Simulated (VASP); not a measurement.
# Si4Hg (Im-3m) in VASP: further runs

The runs below take Si4Hg through single point, relaxation of cell and atoms, with PBE.

Everything below comes from runs of VASP 6.6.1. Logs are shortened: lines on timing, memory, paths and dates and some standing lists are left out, and cuts for length are marked.

## Step 1: The cell of the first run

The structure is cubic, space group Im-3m (No. 229). Conventional cell: a = 6.054 Å, b = 6.054 Å, c = 6.054 Å, α = 90.00°, β = 90.00°, γ = 90.00°. Within 3.5 Å of Si (site symmetry -3m) lie 2 Hg at 2.62 Å and 6 Si at 3.03 Å. Hg (site symmetry m-3m) has 8 Si at 2.62 Å within 3.5 Å.

## Step 2: Single point, PBE

Contents of INCAR:

```
SYSTEM = Si4Hg
  ALGO = Normal
  EDIFF = 1E-6
  ENCUT = 520
  GGA = PE
  ISIF = 2
  ISMEAR = 0
  LASPH = .TRUE.
  LCHARG = .TRUE.
  LELF = .TRUE.
  LREAL = .FALSE.
  LVHAR = .TRUE.
  LWAVE = .FALSE.
  NBANDS = 22
  NELM = 100
  PREC = Accurate
  SIGMA = 0.1
```

Contents of KPOINTS:

```
k-points
0
G
  10 10 10
  0 0 0
```

Contents of POSCAR:

```
Si4Hg
1.0
   -3.0271609807      3.0271609807      3.0271609807
    3.0271609807     -3.0271609807      3.0271609807
    3.0271609807      3.0271609807     -3.0271609807
Si Hg
4 1
Direct
    0.5000000000      0.5000000000      0.5000000000
    0.5000000000      0.0000000000      0.0000000000
    0.0000000000      0.0000000000      0.5000000000
    0.0000000000      0.5000000000      0.0000000000
    0.0000000000      0.0000000000      0.0000000000
```

Potentials or basis: VASP PAW PBE potentials, release 64 (Si, Hg).

Started as:

```bash
$ cat potpaw_PBE.64/Si/POTCAR potpaw_PBE.64/Hg/POTCAR > POTCAR
$ mpirun -np 1 vasp_std > vasp.out
```

OUTCAR:

```text
SYSTEM = Si4Hg
   EDIFF = 1E-6
   ENCUT = 520
   GGA = PE
   ISIF = 2
   ISMEAR = 0
   LASPH = .TRUE.
   LREAL = .FALSE.
   NELM = 100
   PREC = Accurate

 ion  position               nearest neighbor table
   1  0.500  0.500  0.500-   5 2.62   5 2.62   4 3.03   2 3.03   2 3.03   4 3.03   3 3.03   3 3.03

   2  0.500  0.000  0.000-   5 2.62   5 2.62   4 3.03   1 3.03   1 3.03   3 3.03   3 3.03   4 3.03

   3  0.000  0.000  0.500-   5 2.62   5 2.62   4 3.03   1 3.03   2 3.03   4 3.03   2 3.03   1 3.03

   4  0.000  0.500  0.000-   5 2.62   5 2.62   3 3.03   1 3.03   2 3.03   3 3.03   1 3.03   2 3.03

   5  0.000  0.000  0.000-   1 2.62   2 2.62   3 2.62   4 2.62   3 2.62   4 2.62   2 2.62   1 2.62

  LATTYP: Found a body centered cubic cell.
 ALAT       =     6.0543219614

  Lattice vectors:

 A1 = (  -3.0271609807,   3.0271609807,   3.0271609807)
 A2 = (   3.0271609807,  -3.0271609807,   3.0271609807)
 A3 = (   3.0271609807,   3.0271609807,  -3.0271609807)

Analysis of symmetry for initial positions (statically):
=====================================================================
 Subroutine PRICEL returns:
 Original cell was already a primitive cell.

 Routine SETGRP: Setting up the symmetry group for a
 body centered cubic supercell.

 Subroutine GETGRP returns: Found 48 space group operations
 (whereof 48 operations were pure point group operations)
 out of a pool of 48 trial point group operations.

The static configuration has the point symmetry O_h .

Analysis of symmetry for dynamics (positions and initial velocities):
=====================================================================
 Subroutine PRICEL returns:
 Original cell was already a primitive cell.

 Routine SETGRP: Setting up the symmetry group for a
 body centered cubic supercell.

 Subroutine GETGRP returns: Found 48 space group operations
 (whereof 48 operations were pure point group operations)
 out of a pool of 48 trial point group operations.

The dynamic configuration has the point symmetry O_h .

 Subroutine INISYM returns: Found 48 space group operations
 (whereof 48 operations are pure point group operations),
 and found     1 'primitive' translations

----------------------------------------------------------------------------------------

                                     Primitive cell

  volume of cell :     110.9600

  direct lattice vectors                    reciprocal lattice vectors
    -3.027160981  3.027160981  3.027160981     0.000000000  0.165171262  0.165171262
     3.027160981 -3.027160981  3.027160981     0.165171262  0.000000000  0.165171262
     3.027160981  3.027160981 -3.027160981     0.165171262  0.165171262  0.000000000

  length of vectors
     5.243196621  5.243196621  5.243196621     0.233587439  0.233587439  0.233587439

  position of ions in fractional coordinates (direct lattice)
     0.500000000  0.500000000  0.500000000
     0.500000000  0.000000000  0.000000000
     0.000000000  0.000000000  0.500000000
     0.000000000  0.500000000  0.000000000
     0.000000000  0.000000000  0.000000000

  ion indices of the primitive-cell ions
   primitive index   ion index
                 1           1
                 2           2
                 3           3
                 4           4
                 5           5

----------------------------------------------------------------------------------------

 KPOINTS: k-points

Automatic generation of k-mesh.
 Grid dimensions read from file:
 generate k-points for:   10   10   10

 Generating k-lattice:

  Cartesian coordinates                     Fractional coordinates (reciprocal lattice)
     0.000000000  0.016517126  0.016517126     0.100000000  0.000000000  0.000000000
     0.016517126  0.000000000  0.016517126     0.000000000  0.100000000  0.000000000
     0.016517126  0.016517126  0.000000000     0.000000000  0.000000000  0.100000000

  Length of vectors
     0.023358744  0.023358744  0.023358744

  Shift w.r.t. Gamma in fractional coordinates (k-lattice)
     0.000000000  0.000000000  0.000000000

 Subroutine IBZKPT returns following result:
 ===========================================

 Found     47 irreducible k-points:

 Following reciprocal coordinates:
            Coordinates               Weight
  0.000000  0.000000  0.000000      1.000000
  0.100000  0.000000  0.000000     12.000000
  0.200000  0.000000  0.000000     12.000000
  0.300000  0.000000  0.000000     12.000000
  0.400000  0.000000  0.000000     12.000000
  0.500000  0.000000  0.000000      6.000000
[... 16 lines left out ...]
  0.300000  0.300000  0.100000      8.000000
 -0.300000  0.300000  0.100000     24.000000
 [... further k-points ...]
   k-points           NKPTS =     47   k-points in BZ     NKDIM =     47   number of bands    NBANDS=     22
   number of dos      NEDOS =    301   number of ions     NIONS =      5
   total plane-waves  NPLWV =  64000
   dimension x,y,z NGX =    40 NGY =   40 NGZ =   40
   dimension x,y,z NGXF=    80 NGYF=   80 NGZF=   80
   ions per type =               4   1
   NGX,Y,Z   is equivalent  to a cutoff of  12.68, 12.68, 12.68 a.u.
   NGXF,Y,Z  is equivalent  to a cutoff of  25.37, 25.37, 25.37 a.u.
 SYSTEM =  Si4Hg
   PREC   = accura    normal or accurate (medium, high low for compatibility)
   ISTART =      0    job   : 0-new  1-cont  2-samecut
   ICHARG =      2    charge: 1-file 2-atom 10-const
   ISPIN  =      1    spin polarized calculation?
   LNONCOLLINEAR =      F non collinear calculations
   LSORBIT =      F    spin-orbit coupling
   LASPH  =      T    aspherical Exc in radial PAW
   ENCUT  =  520.0 eV  38.22 Ry    6.18 a.u.   9.75  9.75  9.75*2*pi/ulx,y,z
   NELM   =    100;   NELMIN=  2; NELMDL= -5     # of ELM steps
   EDIFF  = 0.1E-05   stopping-criterion for ELM
   LREAL  =      F    real-space projection
   EDIFFG = 0.1E-04   stopping-criterion for IOM
   NSW    =      0    number of steps for IOM
   IBRION =     -1    ionic relax: 0-MD 1-quasi-New 2-CG
   NFREE  =      0    steps in history (QN), initial steepest desc. (CG)
   ISIF   =      2    stress and relaxation
   ISYM   =      2    0-nonsym 1-usesym 2-fastsym
   POTIM  = 0.5000    time-step for ionic-motion
   TEBEG  =    0.0;   TEEND  =   0.0 temperature during run
   PSTRESS=    0.0 pullay stress
   NELECT =      28.0000    total number of electrons
   NUPDOWN=      -1.0000    fix difference up-down
   EMIN   =  10.00;   EMAX   =-10.00  energy-range for DOS
   EFERMI =   0.00;   METHOD = LEGACY
   ISMEAR =     0;   SIGMA  =   0.10  broadening in eV -4-tet -1-fermi 0-gaus
   EFERMI_NEDOS =   21; number of points for ismear=-14 and -15
   IALGO  =     38    algorithm
   IMIX   =      4    mixing-type and parameters
     AMIX     =   0.40;   BMIX     =  1.00
     AMIX_MAG =   1.60;   BMIX_MAG =  1.00
  volume/ion in A,a.u.               =      22.19       149.76
  Fermi-wavevector in a.u.,A,eV,Ry     =   1.034519  1.954958 14.561370  1.070230
  Thomas-Fermi vector in A             =   2.168819
   LORBIT       =      0    0 simple, 1 ext, 2 COOP (PROOUT), +10 PAW based schemes
   GGA     = PE    functional components
   LHFCALC =     F    Hartree Fock is set to
   AEXX    =    0.0000 exact exchange contribution
   IVDW    =     0    specifies the selected vdW correction
   LEPSILON=     F    determine dielectric tensor
   LRPA    =     F    only Hartree local field effects (RPA)
 non-spin polarized calculation
 Gauss-broadening in eV      SIGMA  =   0.10
  energy-cutoff  :      520.00
  volume of cell :      110.96
 maximum number of plane-waves:      3043
   NGX = 19   NGY = 19   NGZ = 19

 number of electron      27.9999997 magnetization

 Free energy of the ion-electron system (eV)
  ---------------------------------------------------
  ext. energy  EPLUGINS =         0.00000000
  ---------------------------------------------------
  free energy    TOTEN  =       -16.16553388 eV

  energy without entropy =      -16.15104942  energy(sigma->0) =      -16.15829165

 E-fermi :   4.8423     XC(G=0):  -9.6533

 val. band max:        4.8414899306   @ k =   0.2000   0.2000   0.0000
 cond. band min:       4.8508318369   @ k =  -0.4000   0.4000   0.1000
 fundamental gap:      0.0093419064
 Fermi energy:         4.8423341125

 k-point     1 :       0.0000    0.0000    0.0000
  band No.  band energies     occupation
      1      -6.6254      2.00000
      2      -4.4567      2.00000
      3      -4.4567      2.00000
      4      -4.4567      2.00000
      5      -3.4208      2.00000
      6      -3.4208      2.00000
[... 14 lines left out ...]
     21       8.4811      0.00000
     22      10.6929      0.00000

 k-point     2 :       0.1000    0.0000    0.0000
  band No.  band energies     occupation
      1      -6.5517      2.00000
      2      -4.4671      2.00000
      3      -4.4545      2.00000
      4      -4.4215      2.00000
      5      -3.4273      2.00000
      6      -3.4243      2.00000
[... 14 lines left out ...]
     21       8.5482      0.00000
     22      10.5522      0.00000

 k-point     3 :       0.2000    0.0000    0.0000
  band No.  band energies     occupation
      1      -6.3363      2.00000
      2      -4.4944      2.00000
      3      -4.4447      2.00000
      4      -4.3211      2.00000
      5      -3.4435      2.00000
      6      -3.4335      2.00000
[... 14 lines left out ...]
     21       8.8381      0.00000
     22      10.0728      0.00000
[... 476 lines left out ...]
 k-point    23 :       0.3000    0.3000    0.1000
  band No.  band energies     occupation
      1      -5.0862      2.00000
      2      -4.4629      2.00000
      3      -4.4629      2.00000
      4      -4.3515      2.00000
      5      -3.4630      2.00000
      6      -3.4630      2.00000
[... 14 lines left out ...]
     21       7.1373      0.00000
     22      11.0615      0.00000

 k-point    24 :      -0.3000    0.3000    0.1000
  band No.  band energies     occupation
      1      -5.9267      2.00000
      2      -4.4986      2.00000
      3      -4.4030      2.00000
      4      -4.1786      2.00000
      5      -3.4759      2.00000
      6      -3.4510      2.00000
[... 14 lines left out ...]
     21       9.4513      0.00000
     22      10.1504      0.00000

 [... further k-points ...]

------------------------ aborting loop because EDIFF is reached ----------------------------------------

  FORCE on cell =-STRESS in cart. coord.  units (eV):
  Direction    XX          YY          ZZ          XY          YZ          ZX
  --------------------------------------------------------------------------------------
  -------------------------------------------------------------------------------------
  Total        0.1664690      0.1664690      0.1664690     -0.0000000      0.0000000     -0.0000000
  in kB        2.4036842      2.4036842      2.4036842     -0.0000000      0.0000000     -0.0000000
  external PRESSURE =       2.4036842 kB  Pullay stress =       0.0000000 kB

 VOLUME and BASIS-vectors are now :
 -----------------------------------------------------------------------------
  energy-cutoff  :      520.00
  volume of cell :      110.96
      direct lattice vectors                 reciprocal lattice vectors
    -3.027160981  3.027160981  3.027160981     0.000000000  0.165171262  0.165171262
     3.027160981 -3.027160981  3.027160981     0.165171262  0.000000000  0.165171262
     3.027160981  3.027160981 -3.027160981     0.165171262  0.165171262  0.000000000

 POSITION                                       TOTAL-FORCE (eV/Angst)
 -----------------------------------------------------------------------------------
      1.51358      1.51358      1.51358        -0.000000      0.000000     -0.000000
     -1.51358      1.51358      1.51358        -0.000000      0.000000     -0.000000
      1.51358      1.51358     -1.51358         0.000000     -0.000000      0.000000
      1.51358     -1.51358      1.51358         0.000000     -0.000000     -0.000000
      0.00000      0.00000      0.00000         0.000000      0.000000      0.000000
 -----------------------------------------------------------------------------------
    total drift:                                0.000000     -0.000000      0.000000

  FREE ENERGIE OF THE ION-ELECTRON SYSTEM (eV)
  ---------------------------------------------------
  free  energy   TOTEN  =       -16.1655338847 eV

  energy  without entropy=      -16.1510494231  energy(sigma->0) =      -16.15829165
```

Run time: 2.3 min. Hardware: 1 thread of Intel Xeon Platinum 8259CL at 2.50GHz (Skylake/Cascade Lake), shared host; peak memory 0.29 GiB.

Results:

* Free energy: -16.1655 eV
* Pressure: 0.2 GPa
* Band gap on the k mesh: zero (band 14 reaches 5.47 eV, above the bottom of band 15 at 2.75 eV)

Levels at points of the mesh, in eV from the Fermi level:
```
           k point  band 11  band 12  band 13  band 14  band 15  band 16  band 17  band 18
(0.00, 0.00, 0.00)    -3.74    -3.74    -2.09    -2.09    -2.09    -1.89     3.01     3.01
(0.50, 0.00, 0.00)    -3.53    -1.12    -0.33     0.11     0.13     1.28     1.41     2.31
(0.50, 0.50, 0.50)    -3.54    -2.57     0.41     0.41     0.41     3.64     3.64     3.64
```

Caveat: spin-orbit coupling is left out, which moves the levels of the heavy elements.

## Step 3: Relaxation of cell and atoms, PBE

This run uses another cell than the first one, of 21.94 Å³/atom, 0.989 times its volume.

Contents of INCAR:

```
PREC = Accurate ; ENCUT = 600
EDIFF = 1E-6 ; ISMEAR = 0
SIGMA = 0.1 ; LREAL = False
LASPH = True ; NELM = 100
ALGO = Normal ; ISIF = 3
LWAVE = False ; LCHARG = False
GGA = PE ; IBRION = 2
NSW = 100 ; EDIFFG = -0.01
```

Contents of KPOINTS:

```
regular mesh
0
Gamma
  10 10 10
```

Edit POSCAR of step 2 so:

```diff
@@ -2,5 +2,5 @@
 1.0
-   -3.0271609807      3.0271609807      3.0271609807
-    3.0271609807     -3.0271609807      3.0271609807
-    3.0271609807      3.0271609807     -3.0271609807
+   -3.0157309910      3.0157309910      3.0157309910
+    3.0157309910     -3.0157309910      3.0157309910
+    3.0157309910      3.0157309910     -3.0157309910
 Si Hg
```

Potentials or basis: VASP PAW PBE potentials, release 64 (Si, Hg).

Started as:

```bash
$ cat potpaw_PBE.64/Si/POTCAR potpaw_PBE.64/Hg/POTCAR > POTCAR
$ mpirun -np 1 vasp_std > vasp.out
```

Run time: 5.3 min. Hardware: 1 thread of Intel Xeon Platinum 8259CL at 2.50GHz (Skylake/Cascade Lake), shared host; peak memory 0.34 GiB.

It converged, with:

```yaml
Free_energy: -16.1661 eV
Relaxed_volume: 22.29 Å³/atom
Relaxed_cell: a = 5.251 Å, b = 5.251 Å, c = 5.251 Å, α = 109.47°, β = 109.47°, γ = 109.47°
Space_group_after_relaxing_to_0.05_Å: Im-3m (No. 229)
Energy_gained_by_relaxing: 1.0 meV/atom
Ionic_steps: 3
Pressure_after_relaxing: 0.0 GPa
Band_gap_on_the_k_mesh: zero (band 14 reaches 5.42 eV, above the bottom of band 15 at 2.72 eV)
```

The path:
```tsv
step	energy change (eV)	largest force (eV/Å)	pressure (GPa)	volume (Å³)
1	0.0000	0.0000	0.97	109.71
2	-0.0049	0.0000	-0.19	111.83
3	-0.0051	0.0000	-0.01	111.44
```

Final structure:
```
CELL_PARAMETERS angstrom
-3.03156 3.03156 3.03156
3.03156 -3.03156 3.03156
3.03156 3.03156 -3.03156
ATOMIC_POSITIONS crystal
Si 0.50000 0.50000 0.50000
Si 0.50000 0.00000 0.00000
Si 0.00000 0.00000 0.50000
Si 0.00000 0.50000 0.00000
Hg 0.00000 0.00000 0.00000
```

Levels at points of the mesh, in eV from the Fermi level:
```csv
k point,band 10,band 11,band 12,band 13,band 14,band 15,band 16,band 17,band 18
"(0.00, 0.00, 0.00)",-3.72,-3.72,-3.72,-2.08,-2.08,-2.08,-1.88,3.02,3.02
"(0.50, 0.00, 0.00)",-3.71,-3.52,-1.11,-0.33,0.12,0.13,1.26,1.42,2.30
"(0.50, 0.50, 0.50)",-3.53,-3.53,-2.60,0.41,0.41,0.41,3.65,3.65,3.65
```

Caveat: spin-orbit coupling is left out, which moves the levels of the heavy elements.
